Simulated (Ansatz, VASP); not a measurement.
# SiNi in VASP and in Ansatz

INCAR

```
PREC = Accurate
ENCUT = 520
EDIFF = 1E-6
ISMEAR = 0
SIGMA = 0.15
LREAL = F
LASPH = T
NELM = 100
ALGO = Normal
ISIF = 2
LWAVE = F
LCHARG = F
GGA = PE
NBANDS = 38
```

File KPOINTS:

```
Automatic mesh
0
Gamma
  8 12 8
```

Contents of POSCAR:

```
SiNi
1.0
    5.1540864102      0.0000000000      0.0000000000
    0.0000000000      3.4261223386      0.0000000000
    0.0000000000      0.0000000000      5.6197139747
Si Ni
4 4
Direct
    0.3212470398      0.7500000000      0.0840781290
    0.1787529602      0.2500000000      0.5840781290
    0.8212470398      0.7500000000      0.4159218710
    0.6787529602      0.2500000000      0.9159218710
    0.0082175838      0.2500000000      0.1884869323
    0.4917824162      0.7500000000      0.6884869323
    0.5082175838      0.2500000000      0.3115130677
    0.9917824162      0.7500000000      0.8115130677
```

Input for Ansatz:

```yaml
crystal:
  lattice:
    - [5.1540864066, 0.0, 0.0]
    - [0.0, 3.4261223503, 0.0]
    - [0.0, 0.0, 5.619713966]
  atoms:
    - { symbol: Si, position: [0.3212470392, 0.75, 0.084078131] }
    - { symbol: Si, position: [0.1787529608, 0.25, 0.584078131] }
    - { symbol: Si, position: [0.8212470392, 0.75, 0.415921869] }
    - { symbol: Si, position: [0.6787529608, 0.25, 0.915921869] }
    - { symbol: Ni, position: [0.0082175761, 0.25, 0.1884869335] }
    - { symbol: Ni, position: [0.4917824239, 0.75, 0.6884869335] }
    - { symbol: Ni, position: [0.5082175761, 0.25, 0.3115130665] }
    - { symbol: Ni, position: [0.9917824239, 0.75, 0.8115130665] }
basis:
  ecutwfc: 420
kpoints:
  mp_grid: { grid: [8, 12, 8] }
hamiltonian:
  xc: pbe
scf:
  occupations: { method: gaussian, width: 0.15 }
output:
  forces: true
  stress: true
  eigenvalues: true
```

Change from the starting cell: strain +0.0150 x Voigt [0, 1, 0, 0, 0, 0], atoms carried along.

Alike in both runs: task single point; functional PBE; k mesh 8 × 12 × 8; occupations gaussian, width 0.15 eV; no spin polarisation.

```csv
,VASP,Ansatz
version,VASP 6.6.1,Ansatz 0.2.0
potentials or method,"VASP PAW PBE potentials, release 64 (Si, Ni), cutoff 520 eV","scalar-relativistic, plane waves, PAW"
valence electrons in the cell,56,88
```

|  | VASP | Ansatz | Ansatz less VASP |
| --- | --- | --- | --- |
| gap on the k mesh at the Fermi level (eV) | none | none | - |
| pressure (GPa) | -2.5 | -2.5 | -0.01 |
| traceless stress, the component that is largest in VASP (GPa) | -1.38 | -1.30 | +0.084 |
| rms of the force components (eV/Å) | 0.046 | 0.046 | -0.0007 |

Atom by atom the forces differ by 0.005 eV/Å (rms over components). A gap of «none» marks a metal or a gap that the smearing closes. VASP's potentials hold 56 valence electrons a cell and Ansatz's 88, so a difference there can come from the potentials and not from the codes.
